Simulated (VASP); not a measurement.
# Cu (Fm-3m) in VASP: a series of runs

The runs below take Cu through relaxation of cell and atoms, with PBEsol, RPBE, revPBE+D3(BJ).

Everything below comes from runs of VASP 6.6.1. Logs are shortened: lines on timing, memory, paths and dates and some standing lists are left out, and cuts for length are marked.

## Step 1: The cell of the first run

It takes space group Fm-3m (No. 225, cubic). The conventional cell has a = 3.615 Å, b = 3.615 Å, c = 3.615 Å, α = 90.00°, β = 90.00°, γ = 90.00°. Cu (site symmetry m-3m) has 12 Cu at 2.56 Å within 3.4 Å.

## Step 2: Relaxation of cell and atoms, PBEsol

The input, INCAR:

```
PREC     = Accurate       # precision mode
ENCUT    = 600            # plane-wave cutoff, eV
EDIFF    = 1E-7           # SCF threshold, eV
ISMEAR   = -1             # smearing method
SIGMA    = 0.05           # smearing width, eV
LREAL    = False          # projectors in reciprocal space
LASPH    = True           # aspherical terms in the spheres
NELM     = 120            # most SCF steps
ALGO     = Normal         # electronic algorithm
ISIF     = 3              # what is computed and relaxed
LWAVE    = False          # write WAVECAR
LCHARG   = False          # write CHGCAR
GGA      = PS             # functional
IBRION   = 2              # ionic algorithm
NSW      = 60             # ionic steps
EDIFFG   = -0.01          # ionic threshold
GGA_COMPAT= False        
NELMIN   = 4
```

The input, KPOINTS:

```
regular mesh
0
Gamma
  13 13 13
```

The input, POSCAR:

```
Cu
1.0
    0.0000000000      1.8075000000      1.8075000000
    1.8075000000      0.0000000000      1.8075000000
    1.8075000000      1.8075000000      0.0000000000
Cu
1
Direct
    0.0000000000      0.0000000000      0.0000000000
```

Potentials or basis: VASP PAW PBE potentials, release 64 (Cu).

Launch:

```
cat potpaw_PBE.64/Cu/POTCAR > POTCAR
mpirun -np 1 vasp_std > vasp.out
```

OUTCAR:

```text
PREC = Accurate
   ENCUT = 600
   EDIFF = 1E-7
   ISMEAR = -1
   LREAL = False
   LASPH = True
   NELM = 120
   ISIF = 3
   GGA = PS
   IBRION = 2
   NSW = 60
   EDIFFG = -0.01
   NELMIN = 4

 ion  position               nearest neighbor table
   1  0.000  0.000  0.000-

  LATTYP: Found a face centered cubic cell.
 ALAT       =     3.6150000000

  Lattice vectors:

 A1 = (   0.0000000000,   1.8075000000,   1.8075000000)
 A2 = (   1.8075000000,   0.0000000000,   1.8075000000)
 A3 = (   1.8075000000,   1.8075000000,   0.0000000000)

Analysis of symmetry for initial positions (statically):
=====================================================================
 Subroutine PRICEL returns:
 Original cell was already a primitive cell.

 Routine SETGRP: Setting up the symmetry group for a
 face centered cubic supercell.

 Subroutine GETGRP returns: Found 48 space group operations
 (whereof 48 operations were pure point group operations)
 out of a pool of 48 trial point group operations.

The static configuration has the point symmetry O_h .

Analysis of symmetry for dynamics (positions and initial velocities):
=====================================================================
 Subroutine PRICEL returns:
 Original cell was already a primitive cell.

 Routine SETGRP: Setting up the symmetry group for a
 face centered cubic supercell.

 Subroutine GETGRP returns: Found 48 space group operations
 (whereof 48 operations were pure point group operations)
 out of a pool of 48 trial point group operations.

The dynamic configuration has the point symmetry O_h .

 Subroutine INISYM returns: Found 48 space group operations
 (whereof 48 operations are pure point group operations),
 and found     1 'primitive' translations

----------------------------------------------------------------------------------------

                                     Primitive cell

  volume of cell :      11.8104

  direct lattice vectors                    reciprocal lattice vectors
     0.000000000  1.807500000  1.807500000    -0.276625173  0.276625173  0.276625173
     1.807500000  0.000000000  1.807500000     0.276625173 -0.276625173  0.276625173
     1.807500000  1.807500000  0.000000000     0.276625173  0.276625173 -0.276625173

  length of vectors
     2.556191014  2.556191014  2.556191014     0.479128854  0.479128854  0.479128854

  position of ions in fractional coordinates (direct lattice)
     0.000000000  0.000000000  0.000000000

  ion indices of the primitive-cell ions
   primitive index   ion index
                 1           1

----------------------------------------------------------------------------------------

 KPOINTS: regular mesh

Automatic generation of k-mesh.
 Grid dimensions read from file:
 generate k-points for:   13   13   13

 Generating k-lattice:

  Cartesian coordinates                     Fractional coordinates (reciprocal lattice)
    -0.021278859  0.021278859  0.021278859     0.076923077  0.000000000  0.000000000
     0.021278859 -0.021278859  0.021278859     0.000000000  0.076923077  0.000000000
     0.021278859  0.021278859 -0.021278859     0.000000000  0.000000000  0.076923077

  Length of vectors
     0.036856066  0.036856066  0.036856066

  Shift w.r.t. Gamma in fractional coordinates (k-lattice)
     0.000000000  0.000000000  0.000000000

 Subroutine IBZKPT returns following result:
 ===========================================

 Found     84 irreducible k-points:

 Following reciprocal coordinates:
            Coordinates               Weight
  0.000000  0.000000  0.000000      1.000000
  0.076923  0.000000  0.000000      8.000000
  0.153846  0.000000  0.000000      8.000000
  0.230769  0.000000  0.000000      8.000000
  0.307692  0.000000  0.000000      8.000000
  0.384615  0.000000  0.000000      8.000000
[... 16 lines left out ...]
  0.384615  0.153846  0.000000     24.000000
  0.461538  0.153846  0.000000     24.000000
 [... further k-points ...]
   k-points           NKPTS =     84   k-points in BZ     NKDIM =     84   number of bands    NBANDS=      9
   number of dos      NEDOS =    301   number of ions     NIONS =      1
   total plane-waves  NPLWV =   8000
   dimension x,y,z NGX =    20 NGY =   20 NGZ =   20
   dimension x,y,z NGXF=    40 NGYF=   40 NGZF=   40
   ions per type =               1
   NGX,Y,Z   is equivalent  to a cutoff of  13.01, 13.01, 13.01 a.u.
   NGXF,Y,Z  is equivalent  to a cutoff of  26.01, 26.01, 26.01 a.u.
 SYSTEM =  unknown system
   PREC   = accura    normal or accurate (medium, high low for compatibility)
   ISTART =      0    job   : 0-new  1-cont  2-samecut
   ICHARG =      2    charge: 1-file 2-atom 10-const
   ISPIN  =      1    spin polarized calculation?
   LNONCOLLINEAR =      F non collinear calculations
   LSORBIT =      F    spin-orbit coupling
   LASPH  =      T    aspherical Exc in radial PAW
   ENCUT  =  600.0 eV  44.10 Ry    6.64 a.u.   5.11  5.11  5.11*2*pi/ulx,y,z
   NELM   =    120;   NELMIN=  4; NELMDL= -5     # of ELM steps
   EDIFF  = 0.1E-06   stopping-criterion for ELM
   LREAL  =      F    real-space projection
   EDIFFG = -.1E-01   stopping-criterion for IOM
   NSW    =     60    number of steps for IOM
   IBRION =      2    ionic relax: 0-MD 1-quasi-New 2-CG
   NFREE  =      1    steps in history (QN), initial steepest desc. (CG)
   ISIF   =      3    stress and relaxation
   ISYM   =      2    0-nonsym 1-usesym 2-fastsym
   POTIM  = 0.5000    time-step for ionic-motion
   TEBEG  =    0.0;   TEEND  =   0.0 temperature during run
   PSTRESS=    0.0 pullay stress
   NELECT =      11.0000    total number of electrons
   NUPDOWN=      -1.0000    fix difference up-down
   EMIN   =  10.00;   EMAX   =-10.00  energy-range for DOS
   EFERMI =   0.00;   METHOD = LEGACY
   ISMEAR =    -1;   SIGMA  =   0.05  broadening in eV -4-tet -1-fermi 0-gaus
   EFERMI_NEDOS =   21; number of points for ismear=-14 and -15
   IALGO  =     38    algorithm
   IMIX   =      4    mixing-type and parameters
     AMIX     =   0.40;   BMIX     =  1.00
     AMIX_MAG =   1.60;   BMIX_MAG =  1.00
  volume/ion in A,a.u.               =      11.81        79.70
  Fermi-wavevector in a.u.,A,eV,Ry     =   1.598763  3.021224 34.777078  2.556043
  Thomas-Fermi vector in A             =   2.696162
   LORBIT       =      0    0 simple, 1 ext, 2 COOP (PROOUT), +10 PAW based schemes
   GGA     = PS    functional components
   LHFCALC =     F    Hartree Fock is set to
   AEXX    =    0.0000 exact exchange contribution
   IVDW    =     0    specifies the selected vdW correction
   LEPSILON=     F    determine dielectric tensor
   LRPA    =     F    only Hartree local field effects (RPA)
 conjugate gradient relaxation of ions
 non-spin polarized calculation
  energy-cutoff  :      600.00
  volume of cell :       11.81
 maximum number of plane-waves:       411
   NGX = 11   NGY = 11   NGZ = 11

--------------------------------------- Ionic step        1  -------------------------------------------

 number of electron      11.0000001 magnetization

 Free energy of the ion-electron system (eV)
  ---------------------------------------------------
  ext. energy  EPLUGINS =         0.00000000
  ---------------------------------------------------
  free energy    TOTEN  =        -4.30262644 eV

  energy without entropy =       -4.29990833  energy(sigma->0) =       -4.30126738

------------------------ aborting loop because EDIFF is reached ----------------------------------------

  FORCE on cell =-STRESS in cart. coord.  units (eV):
  Direction    XX          YY          ZZ          XY          YZ          ZX
  --------------------------------------------------------------------------------------
  -------------------------------------------------------------------------------------
  Total       -0.4301662     -0.4301662     -0.4301662     -0.0000000     -0.0000000     -0.0000000
  in kB      -58.3555172    -58.3555172    -58.3555172     -0.0000000     -0.0000000     -0.0000000
  external PRESSURE =     -58.3555172 kB  Pullay stress =       0.0000000 kB
[... 55 lines left out ...]
  energy  without entropy=       -4.3051404305  energy(sigma->0) =       -4.30650022

--------------------------------------- Ionic step        3  -------------------------------------------

 number of electron      11.0000013 magnetization

 Free energy of the ion-electron system (eV)
  ---------------------------------------------------
  ext. energy  EPLUGINS =         0.00000000
  ---------------------------------------------------
  free energy    TOTEN  =        -4.31124067 eV

  energy without entropy =       -4.30852831  energy(sigma->0) =       -4.30988449

 E-fermi :   8.0661     XC(G=0): -13.1382

 val. band max:        7.8817856061   @ k =   0.4615   0.2308   0.0000
 cond. band min:       8.0816055366   @ k =   0.4615   0.3077   0.0000
 fundamental gap:      0.1998199305
 Fermi energy:         8.0661446696

 k-point     1 :       0.0000    0.0000    0.0000
  band No.  band energies     occupation
      1      -1.7985      2.00000
      2       4.7395      2.00000
      3       4.7395      2.00000
      4       4.7395      2.00000
      5       5.6230      2.00000
      6       5.6230      2.00000
      7      30.7892      0.00000
      8      33.7085      0.00000
      9      33.7085      0.00000
[... 265 lines left out ...]
 k-point    24 :       0.4615    0.1538    0.0000
  band No.  band energies     occupation
      1       2.8409      2.00000
      2       4.3512      2.00000
      3       4.7402      2.00000
      4       5.0347      2.00000
      5       6.2431      2.00000
      6       7.5433      1.99994
      7      14.1515      0.00000
      8      25.1170      0.00000
      9      26.5148      0.00000

 [... further k-points ...]

------------------------ aborting loop because EDIFF is reached ----------------------------------------

  FORCE on cell =-STRESS in cart. coord.  units (eV):
  Direction    XX          YY          ZZ          XY          YZ          ZX
  --------------------------------------------------------------------------------------
  -------------------------------------------------------------------------------------
  Total        0.0000742      0.0000742      0.0000742      0.0000000      0.0000000      0.0000000
  in kB        0.0104729      0.0104729      0.0104729      0.0000000      0.0000000      0.0000000
  external PRESSURE =       0.0104729 kB  Pullay stress =       0.0000000 kB
[... 16 lines left out ...]
  FREE ENERGIE OF THE ION-ELECTRON SYSTEM (eV)
  ---------------------------------------------------
  free  energy   TOTEN  =        -4.3112406747 eV

  energy  without entropy=       -4.3085283135  energy(sigma->0) =       -4.30988449

 reached required accuracy - stopping structural energy minimisation
```

It took 12 s on 1 thread of AMD EPYC 9R45 (Zen 5), shared host; peak memory 0.1 GiB.

Results:

| Quantity | Value |
| --- | --- |
| Free energy | -4.3112 eV |
| Relaxed volume | 11.36 Å³/atom |
| Relaxed cell | a = 2.523 Å, b = 2.523 Å, c = 2.523 Å, α = 60.00°, β = 60.00°, γ = 60.00° |
| Space group after relaxing (to 0.1 Å) | Fm-3m (No. 225) |
| Energy gained by relaxing | 8.6 meV/atom |
| Ionic steps | 3 |
| Pressure after relaxing | 0.0 GPa |
| Band gap on the k mesh | zero (an odd number of electrons rules out a gap without spin polarisation) |

Step by step:
```tsv
step	energy change (eV)	largest force (eV/Å)	pressure (GPa)	volume (Å³)
1	0.0000	0.0000	-5.84	11.81
2	-0.0052	0.0000	4.15	11.09
3	-0.0086	0.0000	0.00	11.36
```

Final structure:
```
CELL_PARAMETERS angstrom
0.00000 1.78408 1.78408
1.78408 0.00000 1.78408
1.78408 1.78408 0.00000
ATOMIC_POSITIONS crystal
Cu 0.00000 0.00000 0.00000
```

Caveat: the PAW data sets were made with another functional, which shifts forces and pressure a little.

## Step 3: Relaxation of cell and atoms, RPBE

The input, INCAR:

```
SYSTEM = Cu
PREC = Accurate
ENCUT = 600
EDIFF = 1E-7
ISMEAR = -1
SIGMA = 0.05
LREAL = .False.
LASPH = .True.
NELM = 120
ALGO = Normal
ISIF = 3
LWAVE = .False.
LCHARG = .False.
GGA = RP
IBRION = 2
NSW = 60
EDIFFG = -0.01
GGA_COMPAT = .False.
NELMIN = 4
```

The input, KPOINTS:

```
Automatic mesh
0
Gamma
  13 13 13
  0 0 0
```

POSCAR is that of step 2.

Potentials or basis: VASP PAW PBE potentials, release 64 (Cu).

Launch:

```
cat potpaw_PBE.64/Cu/POTCAR > POTCAR
mpirun -np 1 vasp_std > vasp.out
```

Run time: 13 s. Hardware: 1 thread of AMD EPYC 9R45 (Zen 5), shared host; peak memory 0.1 GiB.

Results (log left out):

```
Free energy                           : -3.2569 eV
Relaxed volume                        : 12.44 Å³/atom
Relaxed cell                          : a = 2.601 Å, b = 2.601 Å, c = 2.601 Å, α = 60.00°, β = 60.00°, γ = 60.00°
Space group after relaxing (to 0.1 Å) : Fm-3m (No. 225)
Energy gained by relaxing             : 13.5 meV/atom
Ionic steps                           : 3
Pressure after relaxing               : 0.0 GPa
Band gap on the k mesh                : zero (an odd number of electrons rules out a gap without spin polarisation)
```

Step by step:
```tsv
step	energy change (eV)	largest force (eV/Å)	pressure (GPa)	volume (Å³)
1	0.0000	0.0000	7.24	11.81
2	-0.0108	0.0000	-2.75	12.75
3	-0.0135	0.0000	0.02	12.44
```

Final structure:
```xyz
1
Lattice="0.0000 1.8390 1.8390 1.8390 0.0000 1.8390 1.8390 1.8390 0.0000" Properties=species:S:1:pos:R:3 pbc="T T T"
Cu    0.0000    0.0000    0.0000
```

Levels at points of the mesh, in eV from the Fermi level:
| k point | band 4 | band 5 | band 6 | band 7 | band 8 | band 9 |
| --- | --- | --- | --- | --- | --- | --- |
| (0.00, 0.00, 0.00) | -3.04 | -2.29 | -2.29 | 21.95 | 24.30 | 24.30 |

Caveat: the PAW data sets were made with another functional, which shifts forces and pressure a little.

## Step 4: Relaxation of cell and atoms, revPBE+D3(BJ)

The input, INCAR:

```
SYSTEM = Cu
ALGO = Normal ; EDIFF = 1E-7
EDIFFG = -0.01 ; ENCUT = 600
GGA = RE ; GGA_COMPAT = .False.
IBRION = 2 ; ISIF = 3
ISMEAR = -1 ; IVDW = 12
LASPH = .True. ; LCHARG = .False.
LREAL = .False. ; LWAVE = .False.
NELM = 120 ; NELMIN = 4
NSW = 60 ; PREC = Accurate
SIGMA = 0.05
```

The input, KPOINTS:

```
k-points
0
Gamma
  13 13 13
  0 0 0
```

POSCAR is that of step 3.

Launch:

```
cat potpaw_PBE.64/Cu/POTCAR > POTCAR
mpirun -np 1 vasp_std > vasp.out
```

Wall time 15 s (1 thread of AMD EPYC 9R45 (Zen 5), shared host); peak memory 0.11 GiB.

Results (log left out):

* Free energy: -4.4965 eV
* Relaxed volume: 11.03 Å³/atom
* Relaxed cell: a = 2.499 Å, b = 2.499 Å, c = 2.499 Å, α = 60.00°, β = 60.00°, γ = 60.00°
* Space group after relaxing (to 0.1 Å): Fm-3m (No. 225)
* Energy gained by relaxing: 26.6 meV/atom
* Ionic steps: 3
* Pressure after relaxing: 0.0 GPa
* Band gap on the k mesh: zero (an odd number of electrons rules out a gap without spin polarisation)
* Dispersion energy per atom: -1.209 eV

Step by step:
```csv
step,energy change (eV),largest force (eV/Å),pressure (GPa),volume (Å³)
1,0.0000,0.0000,-10.15,11.81
2,-0.0155,0.0000,8.22,10.58
3,-0.0266,0.0000,0.00,11.03
```

Final structure:
```yaml
crystal:
  lattice:
    - [0.00000, 1.76683, 1.76683]
    - [1.76683, 0.00000, 1.76683]
    - [1.76683, 1.76683, 0.00000]
  atoms:
    - { symbol: Cu, position: [0.00000, 0.00000, 0.00000] }
```

Levels at points of the mesh, in eV from the Fermi level:
| k point | band 4 | band 5 | band 6 | band 7 | band 8 | band 9 |
| --- | --- | --- | --- | --- | --- | --- |
| (0.00, 0.00, 0.00) | -3.44 | -2.53 | -2.53 | 22.90 | 26.15 | 26.15 |

Caveat: the PAW data sets were made with another functional, which shifts forces and pressure a little.

## Step 5: Overview

```csv
level,gap on the mesh (eV),pressure (GPa),relaxed volume (Å³/atom)
PBEsol,none,0.0,11.36
RPBE,none,0.0,12.44
revPBE+D3(BJ),none,0.0,11.03
```

Alike in all rows: task relaxation of cell and atoms; potentials or basis VASP PAW PBE potentials, release 64 (Cu); no spin polarisation; cell relaxed; k mesh 13 × 13 × 13; cutoff (eV) 600; smearing fermi-dirac 0.05 eV.

Caveats: the PAW data sets were made with another functional, which shifts forces and pressure a little.

Absolute energies hang on the potentials; compare differences alone.
